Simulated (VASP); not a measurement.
Cu: relaxation of cell and atoms with PBEsol

Cu:

```xyz
1
Lattice="1.2602 0.7276 2.0578 -1.2602 0.7276 2.0578 0.0000 -1.4551 2.0578" Properties=species:S:1:pos:R:3 pbc="T T T"
Cu    0.0000    0.0000    0.0000
```

| Property | Result |
| --- | --- |
| Program | VASP 6.6.1 |
| Task | relaxation of cell and atoms |
| Functional | PBEsol |
| Potentials or basis | VASP PAW PBE potentials, release 64 (Cu) |
| Cutoff | 600 eV |
| k mesh | 20 × 20 × 20 |
| Occupations | gaussian, width 0.1 eV |
| Spin | no spin polarisation |
| Dipole correction | no |
| Further INCAR settings | ALGO = Normal; EDIFF = 1e-07; IBRION = 2; EDIFFG = -0.01; NSW = 80; ISIF = 3 |

The relaxed volume is 11.37 Å³/atom and the relaxed cell is a = 2.524 Å, b = 2.524 Å, c = 2.524 Å, α = 60.00°, β = 60.00°, γ = 60.00°. The space group after relaxing (to 0.05 Å) is Fm-3m (No. 225). The energy gained by relaxing is 0.1 meV/atom and the ionic steps are 3. The pressure after relaxing is 0.0 GPa.

Final structure:
```cif
data_structure
_symmetry_space_group_name_H-M 'P 1'
_symmetry_Int_Tables_number 1
_cell_length_a 2.5237
_cell_length_b 2.5237
_cell_length_c 2.5237
_cell_angle_alpha 60.001
_cell_angle_beta 60.001
_cell_angle_gamma 60.001
_cell_volume 11.37
loop_
_atom_site_label
_atom_site_type_symbol
_atom_site_fract_x
_atom_site_fract_y
_atom_site_fract_z
_atom_site_occupancy
Cu1 Cu 0.00000 0.00000 0.00000 1
```

Levels at points of the mesh, in eV from the Fermi level:
| k point | band 2 | band 3 | band 4 | band 5 | band 6 | band 7 | band 8 | band 9 |
| --- | --- | --- | --- | --- | --- | --- | --- | --- |
| (0.00, 0.00, 0.00) | -3.11 | -3.11 | -3.11 | -2.23 | -2.23 | 22.92 | 25.84 | 25.84 |
| (0.50, 0.00, 0.00) | -3.14 | -3.14 | -1.63 | -1.63 | -1.12 | 3.97 | 21.40 | 22.65 |
| (0.50, 0.50, 0.50) | -3.14 | -3.14 | -1.63 | -1.63 | -1.12 | 3.97 | 21.40 | 22.65 |
| (0.50, 0.50, 0.00) | -4.60 | -1.64 | -1.48 | -1.48 | 1.46 | 7.40 | 13.37 | 13.37 |

Run time: 100 s on 1 thread of Intel Xeon 6975P-C, on a shared host, peak memory 0.23 GiB.

Caveat: the PAW data sets were made with another functional, which shifts forces and pressure a little.
